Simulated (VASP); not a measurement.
Here is a VASP 6.6.1 calculation.

File INCAR:

```
SYSTEM = CuI
PREC = Accurate ; ENCUT = 520
EDIFF = 1E-6 ; ISMEAR = 0
SIGMA = 0.15 ; LREAL = .FALSE.
LASPH = .TRUE. ; NELM = 60
ALGO = Normal ; ISIF = 2
LWAVE = .FALSE. ; LCHARG = .FALSE.
GGA = PS ; NBANDS = 16
```

The input KPOINTS:

```
Automatic mesh
0
G
  14 14 14
  0 0 0
```

File POSCAR:

```
CuI
1.0
    0.0000000000      2.8620890000      2.8620890000
    2.8620890000      0.0000000000      2.8620890000
    2.8620890000      2.8620890000      0.0000000000
Cu I
1 1
Direct
   -0.0393069538     -0.0393069538      0.0393069538
    0.5000000000      0.5000000000      0.5000000000
```

Potentials or basis: VASP PAW PBE potentials, release 64 (Cu, I).

The run is started by

```console
$ cat potpaw_PBE.64/Cu/POTCAR potpaw_PBE.64/I/POTCAR > POTCAR
$ mpirun -np 1 vasp_std > vasp.out
```

Task: Predict the largest force.

Result: 0.069 eV/Å.

Task: Estimate the pressure.

Result: -2.5 GPa.

Task: Estimate the band gap on the k mesh.

Result: Zero (band 9 reaches 6.01 eV, above the bottom of band 10 at 5.61 eV).

Stress tensor (GPa, compression positive):
```
-3.28  0.00  0.00
 0.00 -3.28  0.00
 0.00  0.00 -1.02
```

Caveat: the cell differs from its parent crystal (all Cu atoms moved +0.225 Å, as atom 1 towards its neighbour atom 2 (I) at 2.862 Å); the PAW data sets were made with another functional, which shifts forces and pressure a little; spin-orbit coupling is left out, which moves the levels of the heavy elements; semilocal functionals often make such compounds metallic where correlation or magnetic order opens a gap, which also shifts bond lengths.
